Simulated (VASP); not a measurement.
# BN (F-43m) in VASP: a series of runs

The runs below take BN through single point, with PBEsol.

All numbers are computed with VASP 6.6.1; they aren't measurements. Logs are shortened: lines on timing, memory, paths and dates and some standing lists are left out, and cuts for length are marked.

## (1) The cell of the first run

Symmetry: F-43m, No. 216, cubic system. Conventional cell: a = 3.603 Å, b = 3.603 Å, c = 3.603 Å, α = 90.00°, β = 90.00°, γ = 90.00°. B (site symmetry -43m) has 4 N at 1.56 Å within 2.1 Å. N (site symmetry -43m) has 4 B at 1.56 Å within 2.1 Å.

## (2) Single point, PBEsol (volume scaled by 0.99)

File INCAR:

```
SYSTEM = BN
ALGO     = Normal         ! electronic algorithm
EDIFF    = 1E-6           ! SCF threshold, eV
ENCUT    = 520            ! plane-wave cutoff, eV
GGA      = PS             ! functional
ISIF     = 2              ! what is computed and relaxed
ISMEAR   = -1             ! smearing method
LASPH    = .TRUE.         ! aspherical terms in the spheres
LCHARG   = .TRUE.         ! write CHGCAR
LELF     = .TRUE.         ! ELF
LREAL    = .FALSE.        ! projectors in reciprocal space
LVHAR    = .TRUE.       
LWAVE    = .FALSE.        ! write WAVECAR
NBANDS   = 11             ! bands
NELM     = 100            ! most SCF steps
PREC     = Accurate       ! precision mode
SIGMA    = 0.03           ! smearing width, eV
```

File KPOINTS:

```
k-points
0
G
  13 13 13
  0 0 0
```

File POSCAR:

```
BN
1.0
    0.0000000000      1.8014548043      1.8014548043
    1.8014548043      0.0000000000      1.8014548043
    1.8014548043      1.8014548043      0.0000000000
B N
1 1
Direct
    0.0000000000      0.0000000000      0.0000000000
    0.7500000000      0.7500000000      0.7500000000
```

Potentials or basis: VASP PAW PBE potentials, release 64 (B, N).

On the command line:

```sh
$ cat potpaw_PBE.64/B/POTCAR potpaw_PBE.64/N/POTCAR > POTCAR
$ mpirun -np 1 vasp_std > vasp.out
```

OUTCAR:

```text
SYSTEM = BN
   EDIFF = 1E-6
   ENCUT = 520
   GGA = PS
   ISIF = 2
   ISMEAR = -1
   LASPH = .TRUE.
   LREAL = .FALSE.
   NELM = 100
   PREC = Accurate

 ion  position               nearest neighbor table
   1  0.000  0.000  0.000-   2 1.56   2 1.56   2 1.56   2 1.56
   2  0.750  0.750  0.750-   1 1.56   1 1.56   1 1.56   1 1.56

  LATTYP: Found a face centered cubic cell.
 ALAT       =     3.6029096086

  Lattice vectors:

 A1 = (   0.0000000000,   1.8014548043,   1.8014548043)
 A2 = (   1.8014548043,   0.0000000000,   1.8014548043)
 A3 = (   1.8014548043,   1.8014548043,   0.0000000000)

Analysis of symmetry for initial positions (statically):
=====================================================================
 Subroutine PRICEL returns:
 Original cell was already a primitive cell.

 Routine SETGRP: Setting up the symmetry group for a
 face centered cubic supercell.

 Subroutine GETGRP returns: Found 24 space group operations
 (whereof 24 operations were pure point group operations)
 out of a pool of 48 trial point group operations.

The static configuration has the point symmetry T_d .

Analysis of symmetry for dynamics (positions and initial velocities):
=====================================================================
 Subroutine PRICEL returns:
 Original cell was already a primitive cell.

 Routine SETGRP: Setting up the symmetry group for a
 face centered cubic supercell.

 Subroutine GETGRP returns: Found 24 space group operations
 (whereof 24 operations were pure point group operations)
 out of a pool of 48 trial point group operations.

The dynamic configuration has the point symmetry T_d .

 Subroutine INISYM returns: Found 24 space group operations
 (whereof 24 operations are pure point group operations),
 and found     1 'primitive' translations

----------------------------------------------------------------------------------------

                                     Primitive cell

  volume of cell :      11.6923

  direct lattice vectors                    reciprocal lattice vectors
     0.000000000  1.801454804  1.801454804    -0.277553452  0.277553452  0.277553452
     1.801454804  0.000000000  1.801454804     0.277553452 -0.277553452  0.277553452
     1.801454804  1.801454804  0.000000000     0.277553452  0.277553452 -0.277553452

  length of vectors
     2.547641816  2.547641816  2.547641816     0.480736681  0.480736681  0.480736681

  position of ions in fractional coordinates (direct lattice)
     0.000000000  0.000000000  0.000000000
     0.750000000  0.750000000  0.750000000

  ion indices of the primitive-cell ions
   primitive index   ion index
                 1           1
                 2           2

----------------------------------------------------------------------------------------

 KPOINTS: k-points

Automatic generation of k-mesh.
 Grid dimensions read from file:
 generate k-points for:   13   13   13

 Generating k-lattice:

  Cartesian coordinates                     Fractional coordinates (reciprocal lattice)
    -0.021350266  0.021350266  0.021350266     0.076923077  0.000000000  0.000000000
     0.021350266 -0.021350266  0.021350266     0.000000000  0.076923077  0.000000000
     0.021350266  0.021350266 -0.021350266     0.000000000  0.000000000  0.076923077

  Length of vectors
     0.036979745  0.036979745  0.036979745

  Shift w.r.t. Gamma in fractional coordinates (k-lattice)
     0.000000000  0.000000000  0.000000000

 Subroutine IBZKPT returns following result:
 ===========================================

 Found     84 irreducible k-points:

 Following reciprocal coordinates:
            Coordinates               Weight
  0.000000  0.000000  0.000000      1.000000
  0.076923  0.000000  0.000000      8.000000
  0.153846  0.000000  0.000000      8.000000
  0.230769  0.000000  0.000000      8.000000
  0.307692  0.000000  0.000000      8.000000
  0.384615  0.000000  0.000000      8.000000
[... 16 lines left out ...]
  0.384615  0.153846  0.000000     24.000000
  0.461538  0.153846  0.000000     24.000000
 [... further k-points ...]
   k-points           NKPTS =     84   k-points in BZ     NKDIM =     84   number of bands    NBANDS=     11
   number of dos      NEDOS =    301   number of ions     NIONS =      2
   total plane-waves  NPLWV =   8000
   dimension x,y,z NGX =    20 NGY =   20 NGZ =   20
   dimension x,y,z NGXF=    40 NGYF=   40 NGZF=   40
   ions per type =               1   1
   NGX,Y,Z   is equivalent  to a cutoff of  13.05, 13.05, 13.05 a.u.
   NGXF,Y,Z  is equivalent  to a cutoff of  26.10, 26.10, 26.10 a.u.
 SYSTEM =  BN
   PREC   = accura    normal or accurate (medium, high low for compatibility)
   ISTART =      0    job   : 0-new  1-cont  2-samecut
   ICHARG =      2    charge: 1-file 2-atom 10-const
   ISPIN  =      1    spin polarized calculation?
   LNONCOLLINEAR =      F non collinear calculations
   LSORBIT =      F    spin-orbit coupling
   LASPH  =      T    aspherical Exc in radial PAW
   ENCUT  =  520.0 eV  38.22 Ry    6.18 a.u.   4.74  4.74  4.74*2*pi/ulx,y,z
   NELM   =    100;   NELMIN=  2; NELMDL= -5     # of ELM steps
   EDIFF  = 0.1E-05   stopping-criterion for ELM
   LREAL  =      F    real-space projection
[... 7 lines left out ...]
   TEBEG  =    0.0;   TEEND  =   0.0 temperature during run
   PSTRESS=    0.0 pullay stress
   NELECT =       8.0000    total number of electrons
   NUPDOWN=      -1.0000    fix difference up-down
   EMIN   =  10.00;   EMAX   =-10.00  energy-range for DOS
   EFERMI =   0.00;   METHOD = LEGACY
   ISMEAR =    -1;   SIGMA  =   0.03  broadening in eV -4-tet -1-fermi 0-gaus
   EFERMI_NEDOS =   21; number of points for ismear=-14 and -15
   IALGO  =     38    algorithm
   IMIX   =      4    mixing-type and parameters
     AMIX     =   0.40;   BMIX     =  1.00
     AMIX_MAG =   1.60;   BMIX_MAG =  1.00
  volume/ion in A,a.u.               =       5.85        39.45
  Fermi-wavevector in a.u.,A,eV,Ry     =   1.442574  2.726070 28.313996  2.081020
  Thomas-Fermi vector in A             =   2.561079
   LORBIT       =      0    0 simple, 1 ext, 2 COOP (PROOUT), +10 PAW based schemes
   GGA     = PS    functional components
   LHFCALC =     F    Hartree Fock is set to
   AEXX    =    0.0000 exact exchange contribution
   IVDW    =     0    specifies the selected vdW correction
   LEPSILON=     F    determine dielectric tensor
   LRPA    =     F    only Hartree local field effects (RPA)
 non-spin polarized calculation
  energy-cutoff  :      520.00
  volume of cell :       11.69
 maximum number of plane-waves:       331
   NGX =  9   NGY =  9   NGZ =  9

 number of electron       7.9999999 magnetization

 Free energy of the ion-electron system (eV)
  ---------------------------------------------------
  ext. energy  EPLUGINS =         0.00000000
  ---------------------------------------------------
  free energy    TOTEN  =       -18.34661142 eV

  energy without entropy =      -18.34661142  energy(sigma->0) =      -18.34661142

 E-fermi :   8.1570     XC(G=0): -13.0653

 val. band max:        7.4871058597   @ k =   0.0000   0.0000   0.0000
 cond. band min:      11.8512080045   @ k =   0.4615   0.4615   0.0000
 fundamental gap:      4.3641021448
 Fermi energy:         8.1570185725

 k-point     1 :       0.0000    0.0000    0.0000
  band No.  band energies     occupation
      1     -12.8809      2.00000
      2       7.4871      2.00000
      3       7.4871      2.00000
      4       7.4871      2.00000
      5      16.2959      0.00000
      6      16.2959      0.00000
      7      16.2959      0.00000
      8      17.9172      0.00000
      9      32.1857      0.00000
     10      35.3002      0.00000
     11      35.3002      0.00000

 k-point     2 :       0.0769    0.0000    0.0000
  band No.  band energies     occupation
      1     -12.7348      2.00000
      2       6.6889      2.00000
      3       7.3288      2.00000
      4       7.3288      2.00000
      5      16.4867      0.00000
      6      16.5358      0.00000
      7      16.5358      0.00000
      8      18.4028      0.00000
      9      31.9668      0.00000
     10      33.1411      0.00000
     11      33.1411      0.00000

 k-point     3 :       0.1538    0.0000    0.0000
  band No.  band energies     occupation
      1     -12.3010      2.00000
      2       4.8005      2.00000
      3       6.9334      2.00000
      4       6.9334      2.00000
      5      16.7948      0.00000
      6      17.1123      0.00000
      7      17.1123      0.00000
      8      19.5834      0.00000
      9      31.4110      0.00000
     10      31.5759      0.00000
     11      31.5759      0.00000

 k-point     4 :       0.2308    0.0000    0.0000
  band No.  band energies     occupation
      1     -11.5950      2.00000
      2       2.5169      2.00000
      3       6.4566      2.00000
      4       6.4566      2.00000
      5      17.0974      0.00000
      6      17.7097      0.00000
      7      17.7097      0.00000
      8      20.8285      0.00000
      9      30.8561      0.00000
     10      30.9845      0.00000
     11      30.9845      0.00000

 k-point     5 :       0.3077    0.0000    0.0000
  band No.  band energies     occupation
      1     -10.6555      2.00000
      2       0.2277      2.00000
      3       6.0232      2.00000
      4       6.0232      2.00000
      5      17.3749      0.00000
      6      18.0709      0.00000
      7      18.0709      0.00000
      8      21.7755      0.00000
      9      30.5811      0.00000
     10      31.4573      0.00000
     11      31.4573      0.00000
[... 211 lines left out ...]
 k-point    21 :       0.2308    0.1538    0.0000
  band No.  band energies     occupation
      1     -11.5904      2.00000
      2       3.9711      2.00000
      3       5.3304      2.00000
      4       5.7461      2.00000
      5      15.2593      0.00000
      6      19.1274      0.00000
      7      19.3837      0.00000
      8      19.8844      0.00000
      9      26.2989      0.00000
     10      33.9995      0.00000
     11      35.5715      0.00000

 k-point    22 :       0.3077    0.1538    0.0000
  band No.  band energies     occupation
      1     -10.8163      2.00000
      2       1.8912      2.00000
      3       4.8892      2.00000
      4       5.3232      2.00000
      5      15.6144      0.00000
      6      19.5241      0.00000
      7      19.9779      0.00000
      8      20.2857      0.00000
      9      26.7489      0.00000
     10      33.8862      0.00000
     11      35.1889      0.00000

 k-point    23 :       0.3846    0.1538    0.0000
  band No.  band energies     occupation
      1      -9.8423      2.00000
      2      -0.1724      2.00000
      3       4.6408      2.00000
      4       4.7447      2.00000
      5      16.0060      0.00000
      6      19.6941      0.00000
      7      20.1627      0.00000
      8      21.0259      0.00000
      9      27.6511      0.00000
     10      33.6830      0.00000
     11      35.5006      0.00000

 k-point    24 :       0.4615    0.1538    0.0000
  band No.  band energies     occupation
      1      -8.8234      2.00000
      2      -1.9233      2.00000
      3       4.1797      2.00000
      4       4.6088      2.00000
      5      16.3112      0.00000
      6      19.6712      0.00000
      7      20.0189      0.00000
      8      22.1763      0.00000
      9      28.2669      0.00000
     10      33.8096      0.00000
     11      35.5356      0.00000

 [... further k-points ...]

------------------------ aborting loop because EDIFF is reached ----------------------------------------

  FORCE on cell =-STRESS in cart. coord.  units (eV):
  Direction    XX          YY          ZZ          XY          YZ          ZX
  --------------------------------------------------------------------------------------
  -------------------------------------------------------------------------------------
  Total        0.1115677      0.1115677      0.1115677      0.0000000      0.0000000     -0.0000000
  in kB       15.2879452     15.2879452     15.2879452      0.0000000      0.0000000     -0.0000000
  external PRESSURE =      15.2879452 kB  Pullay stress =       0.0000000 kB

 VOLUME and BASIS-vectors are now :
 -----------------------------------------------------------------------------
  energy-cutoff  :      520.00
  volume of cell :       11.69
      direct lattice vectors                 reciprocal lattice vectors
     0.000000000  1.801454804  1.801454804    -0.277553452  0.277553452  0.277553452
     1.801454804  0.000000000  1.801454804     0.277553452 -0.277553452  0.277553452
     1.801454804  1.801454804  0.000000000     0.277553452  0.277553452 -0.277553452

 POSITION                                       TOTAL-FORCE (eV/Angst)
 -----------------------------------------------------------------------------------
      0.00000      0.00000      0.00000        -0.000000      0.000000      0.000000
      2.70218      2.70218      2.70218         0.000000     -0.000000     -0.000000
 -----------------------------------------------------------------------------------
    total drift:                               -0.000000     -0.000000     -0.000000

  FREE ENERGIE OF THE ION-ELECTRON SYSTEM (eV)
  ---------------------------------------------------
  free  energy   TOTEN  =       -18.3466114170 eV

  energy  without entropy=      -18.3466114170  energy(sigma->0) =      -18.34661142
```

Wall time 14 s (1 thread of Intel Xeon 8259CL, shared host); peak memory 0.12 GiB.

Results:

- Free energy: -18.3466 eV
- Pressure: 1.5 GPa
- Band gap on the k mesh: 4.36 eV, indirect (least direct gap 8.81 eV)

Caveat: the PAW data sets were made with another functional, which shifts forces and pressure a little.

(Continued in part 2 of 3.)
